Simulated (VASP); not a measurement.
A run of VASP 6.6.1 is set up as follows.

Contents of INCAR:

```
SYSTEM = Al3Ga2N5
ALGO = Normal ; EDIFF = 1E-6
ENCUT = 520 ; GGA = PE
ISIF = 2 ; ISMEAR = 0
LASPH = .True. ; LCHARG = .False.
LREAL = Auto ; LWAVE = .False.
NBANDS = 76 ; NELM = 60
PREC = Accurate ; SIGMA = 0.05
```

KPOINTS

```
k-points
0
Gamma
  9 9 1
  0 0 0
```

File POSCAR:

```
Al3Ga2N5
1.0
    3.1302084195      0.0000000000      0.0000000000
   -1.5651042098      2.7108400104      0.0000000000
    0.0000000000      0.0000000000     25.7533489133
N Al Ga
10 6 4
Direct
    0.6666666667      0.3333333333      0.0194149507
    0.3333333333      0.6666666667      0.1168400145
    0.6666666667      0.3333333333      0.2142650783
    0.3333333333      0.6666666667      0.3116901420
    0.6666666667      0.3333333333      0.4091152058
    0.3333333333      0.6666666667      0.5065402696
    0.6666666667      0.3333333333      0.6065070674
    0.3333333333      0.6666666667      0.7095786017
    0.6666666667      0.3333333333      0.8126501360
    0.3333333333      0.6666666667      0.9157216703
    0.3333333333      0.6666666667      0.0424985437
    0.6666666667      0.3333333333      0.1399236074
    0.3333333333      0.6666666667      0.2373486712
    0.6666666667      0.3333333333      0.3347737350
    0.3333333333      0.6666666667      0.4321987987
    0.6666666667      0.3333333333      0.5296238625
    0.3333333333      0.6666666667      0.6333171429
    0.6666666667      0.3333333333      0.7363886772
    0.3333333333      0.6666666667      0.8394602116
    0.6666666667      0.3333333333      0.9425317459
```

Potentials or basis: VASP PAW PBE potentials, release 64 (N, Al, Ga_d).

The run is started by

```bash
$ cat potpaw_PBE.64/N/POTCAR potpaw_PBE.64/Al/POTCAR potpaw_PBE.64/Ga_d/POTCAR > POTCAR
$ mpirun -np 1 vasp_std > vasp.out
```

Task: Predict the band gap on the k mesh.

Result: 1.98 eV.

Task: Predict the largest force.

Result: 0.913 eV/Å.

Forces in eV/Å, atoms in the order of the input:
```
N    0.000  0.000  0.095
N    0.000  0.000 -0.162
N    0.000  0.000 -0.174
N    0.000  0.000 -0.176
N    0.000  0.000 -0.178
N    0.000  0.000 -0.100
N    0.000  0.000 -0.720
N    0.000  0.000  0.326
N    0.000  0.000  0.327
N    0.000  0.000  0.295
Al   0.000  0.000  0.021
Al   0.000  0.000  0.173
Al   0.000  0.000  0.181
Al   0.000  0.000  0.173
Al   0.000  0.000  0.173
Al   0.000  0.000  0.913
Ga   0.000  0.000 -0.300
Ga   0.000  0.000 -0.329
Ga   0.000  0.000 -0.332
Ga   0.000  0.000 -0.207
```
